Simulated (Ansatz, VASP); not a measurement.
# One calculation of GaP, two programs

Contents of INCAR:

```
  PREC = Accurate
  ENCUT = 520
  EDIFF = 1E-8
  ISMEAR = -1
  SIGMA = 0.05
  LREAL = F
  LASPH = T
  NELM = 60
  ALGO = Normal
  ISIF = 2
  LWAVE = F
  LCHARG = F
  LEFG = T
  NBANDS = 16
```

File KPOINTS:

```
Automatic mesh
0
Gamma
  10 10 10
```

The input POSCAR:

```
GaP
1.0
    0.0000000000      2.6434925000      2.7252500000
    2.6434925000      0.0000000000      2.7252500000
    2.6434925000      2.6434925000      0.0000000000
Ga P
1 1
Direct
    0.0000000000      0.0000000000      0.0000000000
    0.7500000000      0.7500000000      0.7500000000
```

Input for Ansatz:

```yaml
crystal:
  lattice:
    - [0.0, 2.6434925, 2.72525]
    - [2.6434925, 0.0, 2.72525]
    - [2.6434925, 2.6434925, 0.0]
  atoms:
    - { symbol: Ga, position: [0.0, 0.0, 0.0] }
    - { symbol: P, position: [0.75, 0.75, 0.75] }
kpoints:
  mp_grid: { grid: [10, 10, 10] }
scf:
  occupations: { method: fermi_dirac, width: 0.05 }
hamiltonian:
  xc: lda
  pseudopotentials: { kind: paw }
output:
  forces: true
  stress: true
  eigenvalues: true
  efg: { contact_densities: true }
```

Change from the starting cell: equal xx and yy strain of -3 %, PAW files.

Alike in both runs: task electric field gradients; functional LDA; k mesh 10 × 10 × 10; occupations fermi-dirac, width 0.05 eV; no spin polarisation.

```csv
,VASP,Ansatz
version,VASP 6.6.1,Ansatz 0.2.0
potentials or method,"VASP PAW LDA potentials, release 64 (Ga_d, P)","PAW with Ansatz's default frozen-core files, scalar-relativistic"
plane-wave cutoff (eV),520,420
valence electrons in the cell,18,18
```

Ansatz gave:

```
pressure (GPa)                                                : 2.7
traceless stress, the component that is largest in VASP (GPa) : -1.69
size of Vzz on the site where it differs most (V/Å²)          : 5.8
```

**Question.** Which values does VASP return?

**Answer.** Pressure (GPa): 2.8; traceless stress, the component that is largest in VASP (GPa): -1.69; size of Vzz on the site where it differs most (V/Å²): 5.2.

LDA's correlation is that of Perdew and Zunger in VASP and of Perdew and Wang (1992) in Ansatz.
